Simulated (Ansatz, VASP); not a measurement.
Two plane-wave programs on TiC

Contents of INCAR:

```
PREC = Accurate
ENCUT = 520
EDIFF = 1E-6
ISMEAR = 0
SIGMA = 0.15
LREAL = False
LASPH = True
NELM = 60
ALGO = Normal
ISIF = 2
LWAVE = False
LCHARG = True
GGA = PS
LELF = True
LVHAR = True
NBANDS = 15
```

File KPOINTS:

```
regular mesh
0
Gamma
  18 18 18
```

Contents of POSCAR:

```
TiC
1.0
    0.0000000000      2.1315400000      2.1315400000
    2.1315400000      0.0000000000      2.1315400000
    2.1315400000      2.1315400000      0.0000000000
Ti C
1 1
Direct
    0.0000000000      0.0000000000      0.0000000000
    0.5000000000      0.5000000000      0.5000000000
```

Input for Ansatz:

```yaml
crystal:
  lattice:
    - [0.0, 2.13154, 2.13154]
    - [2.13154, 0.0, 2.13154]
    - [2.13154, 2.13154, 0.0]
  atoms:
    - { symbol: Ti, position: [0.0, 0.0, 0.0] }
    - { symbol: C, position: [0.5, 0.5, 0.5] }
basis:
  ecutwfc: 420
kpoints:
  mp_grid: { grid: [18, 18, 18] }
hamiltonian:
  xc: pbesol
scf:
  occupations: { method: gaussian, width: 0.15 }
output:
  forces: true
  stress: true
  eigenvalues: true
```

Change from the starting cell: strain -0.015 along x and y, -0.015 along z, atoms carried along.

Alike in both runs: task single point; functional PBEsol; k mesh 18 × 18 × 18; occupations gaussian, width 0.15 eV; no spin polarisation.

```csv
,VASP,Ansatz
version,VASP 6.6.1,Ansatz 0.2.0
potentials or method,"VASP PAW PBE potentials, release 64 (Ti_sv, C), cutoff 520 eV","scalar-relativistic, plane waves, PAW"
valence electrons in the cell,16,16
```

Ansatz gave:

| Property | Result |
| --- | --- |
| gap on the k mesh at the Fermi level (eV) | none |
| pressure (GPa) | 5.9 |

Question: Estimate VASP's values.

Answer: gap on the k mesh at the Fermi level (eV): none; pressure (GPa): 6.0.

VASP's potentials were made for PBE, not for PBEsol. A gap of «none» marks a metal or a gap that the smearing closes.
